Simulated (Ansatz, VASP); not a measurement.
**Ir in VASP and in Ansatz**

```xyz
1
Lattice="0.0000 1.9061 1.9061 1.9061 0.0000 1.9061 1.9061 1.9061 0.0000" Properties=species:S:1:pos:R:3 pbc="T T T"
Ir    0.0000    0.0000    0.0000
```

Alike in both runs: task single point; functional LDA; k mesh 14 × 14 × 14; occupations fermi-dirac, width 0.1 eV; no spin polarisation.

```csv
,VASP,Ansatz
version,VASP 6.6.1,Ansatz 0.2.0
potentials or method,"VASP PAW LDA potentials, release 64 (Ir_sv_GW), cutoff 560 eV","plane waves (420 eV) with PAW, scalar-relativistic"
valence electrons in the cell,17,17
```

```tsv
	VASP	Ansatz	Ansatz less VASP
pressure (GPa)	-0.3	0.0	+0.36
```

Ansatz warns that its potentials were made for another functional, while VASP's fit it. LDA's correlation is that of Perdew and Zunger in VASP and of Perdew and Wang (1992) in Ansatz.

Spin-orbit coupling is off throughout.
